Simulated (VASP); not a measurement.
Set up this calculation in VASP 6.6.1, as the native input.

* Task: relaxation of cell and atoms
* Functional: PBE
* Potentials or basis: VASP PAW PBE potentials, release 64 (Sn_d, H)
* Cutoff: 600 eV
* k mesh: 6 × 6 × 1
* Occupations: gaussian, width 0.2 eV
* Spin: no spin polarisation
* Dipole correction: no
* Further INCAR settings: ALGO = Normal; EDIFF = 1e-07; IBRION = 2; EDIFFG = -0.08; NSW = 36; ISIF = 3

The structure of Sn5H lies in POSCAR:

```
Sn5H
1.0
    3.2000000000      0.0000000000      0.0000000000
   -1.6000000000      2.7712812900      0.0000000000
    0.0000000000      0.0000000000     15.9000000000
Sn H
5 1
Direct
    0.0000000000      0.0000000000      0.4000000000
    0.0000000000      0.0000000000      0.6000000000
    0.0000000000      0.0000000000      0.0000000000
    0.0000000000      0.0000000000      0.8000000000
    0.0000000000      0.0000000000      0.2000000000
    0.3333333300      0.6666666700      0.5000000000
```

One way to write it, as run:

INCAR

```
SYSTEM = Sn5H
  PREC = Accurate
  ENCUT = 600
  EDIFF = 1E-7
  ISMEAR = 0
  SIGMA = 0.2
  LREAL = .FALSE.
  LASPH = .TRUE.
  NELM = 60
  ALGO = Normal
  ISIF = 3
  LWAVE = .FALSE.
  LCHARG = .FALSE.
  GGA = PE
  IBRION = 2
  NSW = 36
  EDIFFG = -0.08
```

KPOINTS

```
regular mesh
0
G
  6 6 1
  0 0 0
```

Potentials or basis: VASP PAW PBE potentials, release 64 (Sn_d, H).

The run is started by

```sh
$ cat potpaw_PBE.64/Sn_d/POTCAR potpaw_PBE.64/H/POTCAR > POTCAR
$ mpirun -np 1 vasp_std > vasp.out
```

Results of the run:

The relaxed volume is 24.82 Å³/atom, the relaxed cell is a = 3.313 Å, b = 3.313 Å, c = 15.670 Å, α = 90.00°, β = 90.00°, γ = 120.00° and the space group after relaxing (to 0.1 Å) is P-6m2 (No. 187). The energy gained by relaxing is 20.4 meV/atom and the ionic steps are 5. The pressure after relaxing is -0.1 GPa and the largest force after relaxing is 0.069 eV/Å. The band gap on the k mesh is zero (an odd number of electrons rules out a gap without spin polarisation).

Caveat: the k points lie up to 0.40 Å⁻¹ apart in the final cell, too coarse for converged energies and pressures of a metal; spin-orbit coupling is left out, which moves the levels of the heavy elements; the relaxation stopped at a loose force limit of 0.08 eV/Å, so its end isn't a converged minimum.

It took 4.8 min on 1 thread of Intel(R) Xeon(R) Platinum 8488C (Sapphire Rapids), on a shared host, peak memory 0.33 GiB.
